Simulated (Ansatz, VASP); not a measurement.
One calculation of GaN, two programs

POSCAR

```
GaN
1.0
    3.1799990132      0.0000000001      0.0000000000
   -1.5899995067      2.7539599294      0.0000000000
    0.0000000000      0.0000000000      5.1659989486
Ga N
2 2
Direct
    0.3333333333      0.6666666667      0.0000000000
    0.6666666667      0.3333333333      0.5000000000
    0.3333333333      0.6666666667      0.3750000000
    0.6666666667      0.3333333333      0.8750000000
```

The input INCAR.step1:

```
SYSTEM = GaN
  PREC = Accurate
  ENCUT = 520
  ISMEAR = 0
  SIGMA = 0.05
  LREAL = .FALSE.
  LASPH = .TRUE.
  NELM = 60
  NBANDS = 26
  GGA = PE
  ALGO = Normal
  EDIFF = 1E-4
  LWAVE = .TRUE.
  LCHARG = .FALSE.
```

Contents of INCAR.step2:

```
SYSTEM = GaN
  PREC = Accurate
  ENCUT = 520
  EDIFF = 1E-6
  ISMEAR = 0
  SIGMA = 0.05
  LREAL = .FALSE.
  LASPH = .TRUE.
  NELM = 60
  ALGO = Normal
  ISIF = 2
  LWAVE = .FALSE.
  LCHARG = .FALSE.
  METAGGA = R2SCAN
  LMIXTAU = .TRUE.
  NBANDS = 26
  ISTART = 1
```

KPOINTS

```
Automatic mesh
0
G
  12 12 8
  0 0 0
```

Input for Ansatz:

```yaml
crystal:
  lattice:
    - [3.1799990132, 1.0e-10, 0.0]
    - [-1.5899995067, 2.7539599294, 0.0]
    - [0.0, 0.0, 5.1659989486]
  atoms:
    - { symbol: Ga, position: [0.3333333333, 0.6666666667, 0.0] }
    - { symbol: Ga, position: [0.6666666667, 0.3333333333, 0.5] }
    - { symbol: "N", position: [0.3333333333, 0.6666666667, 0.375] }
    - { symbol: "N", position: [0.6666666667, 0.3333333333, 0.875] }
basis:
  ecutwfc: 500
  ecutrho_ratio: 4
kpoints:
  mp_grid: { grid: [12, 12, 8] }
hamiltonian:
  xc: r2scan
scf:
  occupations: { method: gaussian, width: 0.05 }
output:
  forces: true
  stress: true
  eigenvalues: true
  eigenstates:
    nscf_kmesh: { grid: [16, 16, 10] }
    de_dk: true
    e_range: [-2.5, 4.883043411544]
  write_density: true
  write_potential: true
  elf: true
  volumetric_format: npy
```

Alike in both runs: task single point; functional r2SCAN; k mesh 12 × 12 × 8; occupations gaussian, width 0.05 eV; no spin polarisation.

```csv
,VASP,Ansatz
version,VASP 6.6.1,Ansatz 0.2.0
potentials or method,"VASP PAW PBE potentials, release 64 (Ga_d, N), cutoff 520 eV","scalar-relativistic, plane waves, PAW"
valence electrons in the cell,36,36
```

|  | VASP | Ansatz | Ansatz less VASP |
| --- | --- | --- | --- |
| gap on the k mesh at the Fermi level (eV) | 2.38 | 2.38 | +0.007 |
| least direct gap on the mesh (eV) | 2.38 | 2.38 | +0.007 |
| pressure (GPa) | 2.2 | 1.1 | -1.09 |
| traceless stress, the component that is largest in VASP (GPa) | 1.31 | 1.36 | +0.046 |
| rms of the force components (eV/Å) | 0.079 | 0.082 | +0.0027 |

VASP's potentials were made for PBE, not for r2SCAN. Atom by atom the forces differ by 0.003 eV/Å (rms over components).
